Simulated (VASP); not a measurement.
Crystal: AgBr.

```
Ag Br
1.0
     0.00000    2.83136    2.83136
     2.83136    0.00000    2.83136
     2.83136    2.83136    0.00000
Ag Br
1 1
Direct
  0.00000 0.00000 0.00000
  0.50000 0.50000 0.50000
```

This cell differs from its parent crystal: volume scaled by 0.96.

Program: VASP 6.6.1. Alike in all runs: task single point; potentials or basis VASP PAW PBE potentials, release 64 (Ag, Br); no spin polarisation; cell as given; k mesh 8 × 8 × 8; cutoff (eV) 500; smearing fermi-dirac 0.05 eV.

Question: Order these runs on this cell by their band gap on the k mesh, lowest first.
A. level PBE+D3(BJ)
B. level PBEsol
C. level RPBE

Answer: B (0.50 eV), A (0.67 eV), C (0.83 eV).

A k mesh can miss the band edges.
